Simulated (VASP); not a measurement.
The system is LiTmH4.

```
Li Tm H
1.0
     3.86771    0.00000    0.00000
     0.00000    3.86771    0.00000
     0.00000    0.00000    4.70085
Li Tm H
1 1 4
Direct
  0.50000 0.50000 0.50000
  0.00000 0.00000 0.00000
  0.65878 0.65878 0.00000
  0.34122 0.34122 0.00000
  0.34122 0.65878 0.00000
  0.65878 0.34122 0.00000
```

The cell was generated, and may not be a known phase.

* Program: VASP 6.6.1
* Task: relaxation of cell and atoms
* Functional: PBE
* Potentials or basis: VASP PAW PBE potentials, release 64 (Li_sv, Tm_3, H), 4f in core
* Cutoff: 750 eV
* k mesh: 3 × 3 × 3
* Occupations: gaussian, width 0.15 eV
* Spin: no spin polarisation

At the start: pressure 8.0 GPa; volume 11.72 Å³/atom.

Task: How do energy, volume and symmetry change on relaxing?

Result: Over 13 steps the energy falls by 222.3 meV/atom and the volume is 10.76 Å³/atom (-8.2 %); space group P4/mmm (No. 123, to 0.1 Å) before and after.

The path:
```csv
step,energy change (eV),largest force (eV/Å),pressure (GPa),volume (Å³)
1,0.0000,1.6760,8.00,70.32
2,-0.7112,0.1714,0.41,76.31
3,-0.7345,0.5499,-0.78,77.86
4,-0.8701,0.2117,-2.00,77.89
5,-1.0058,0.2262,-3.58,77.69
6,-1.0165,0.3854,-4.72,76.29
7,-1.0395,0.4618,-4.46,77.21
8,-1.1521,0.4288,-3.91,73.73
9,-1.2414,0.3700,-2.99,69.39
10,-1.1286,0.1262,0.85,60.68
11,-1.2565,0.3294,-2.40,67.39
12,-1.3110,0.2292,-1.50,65.97
13,-1.3340,0.0047,-0.27,64.54
```

Final structure:
```cif
data_structure
_symmetry_space_group_name_H-M 'P 1'
_symmetry_Int_Tables_number 1
_cell_length_a 4.2764
_cell_length_b 4.2764
_cell_length_c 3.5292
_cell_angle_alpha 90.000
_cell_angle_beta 90.000
_cell_angle_gamma 90.000
_cell_volume 64.54
loop_
_atom_site_label
_atom_site_type_symbol
_atom_site_fract_x
_atom_site_fract_y
_atom_site_fract_z
_atom_site_occupancy
Li1 Li 0.50000 0.50000 0.50000 1
Tm1 Tm 0.00000 0.00000 0.00000 1
H1 H 0.64593 0.64593 0.00000 1
H2 H 0.35407 0.35407 0.00000 1
H3 H 0.35407 0.64593 0.00000 1
H4 H 0.64593 0.35407 0.00000 1
```

Caveat: the k points lie up to 0.59 Å⁻¹ apart in the final cell; a cell axis changed by over 15 % at a fixed basis, so the end point is rough.
